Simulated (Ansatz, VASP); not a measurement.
## Two plane-wave programs on PtS2

The input POSCAR:

```
PtS2
1.0
    3.5414559606      0.0000000000      0.0000000000
   -1.7707279803      3.0669908283      0.0000000000
    0.0000000000      0.0000000000     18.4836726832
S Pt
2 1
Direct
    0.3333333333      0.6666666667      0.4328144161
    0.6666666667      0.3333333333      0.5671855839
    0.0000000000      0.0000000000      0.5000000000
```

File INCAR.step1:

```
PREC = Accurate
ENCUT = 400
EDIFF = 1E-5
ISMEAR = 0
SIGMA = 0.03
LREAL = F
LASPH = T
NELM = 120
ALGO = Normal
ISIF = 2
LWAVE = T
LCHARG = F
LDIPOL = T
IDIPOL = 3
DIPOL = 0.5 0.5 0.500
NBANDS = 18
GGA = PE
GGA_COMPAT = F
NELMDL = -8
```

INCAR.step2

```
PREC = Accurate
ENCUT = 400
EDIFF = 1E-6
ISMEAR = 0
SIGMA = 0.03
LREAL = F
LASPH = T
NELM = 120
ALGO = Normal
ISIF = 2
LWAVE = F
LCHARG = F
LDIPOL = T
IDIPOL = 3
DIPOL = 0.5 0.5 0.500
GGA = PE
LHFCALC = T
HFSCREEN = 0.2079
PRECFOCK = Normal
NBANDS = 18
ISTART = 1
GGA_COMPAT = F
```

Contents of KPOINTS:

```
Automatic mesh
0
Gamma
  6 6 1
```

Input for Ansatz:

```yaml
crystal:
  lattice:
    - [3.5414559606, 0.0, 0.0]
    - [-1.7707279803, 3.0669908283, 0.0]
    - [0.0, 0.0, 18.4836726832]
  atoms:
    - { symbol: S, position: [0.3333333333, 0.6666666667, 0.4328144161] }
    - { symbol: Pt, position: [0.0, 0.0, 0.5] }
    - { symbol: S, position: [0.6666666667, 0.3333333333, 0.5671855839] }
basis:
  ecutwfc: 420
kpoints:
  mp_grid: { grid: [6, 6, 1] }
hamiltonian:
  xc: hse06
  pseudopotentials: { kind: paw, azcp: { folder: soft_1 } }
scf:
  occupations: { method: gaussian, width: 0.03 }
  n_extra_bands: 7
  max_iter: 160
output:
  eigenvalues: true
  write_density: true
  write_potential: true
  elf: true
  volumetric_format: npy
efield:
  axis: 3
  dipole_correction: true
```

Alike in both runs: task single point; functional HSE06; k mesh 6 × 6 × 1; occupations gaussian, width 0.03 eV; no spin polarisation.

```csv
,VASP,Ansatz
version,VASP 6.6.1,Ansatz 0.2.0
potentials or method,"VASP PAW PBE potentials, release 64 (S, Pt), cutoff 400 eV","scalar-relativistic, plane waves, PAW"
valence electrons in the cell,22,30
```

|  | VASP | Ansatz | Ansatz less VASP |
| --- | --- | --- | --- |
| gap on the k mesh at the Fermi level (eV) | 2.92 | 2.93 | +0.011 |
| least direct gap on the mesh (eV) | 2.99 | 3.00 | +0.012 |

With one functional, cell and mesh, what is left measures potentials, basis and numerics. VASP's potentials hold 22 valence electrons a cell and Ansatz's 30, so a difference there can come from the potentials and not from the codes. Ansatz's warnings: xc potential rough in thin density.

Neither program's run includes spin-orbit coupling.
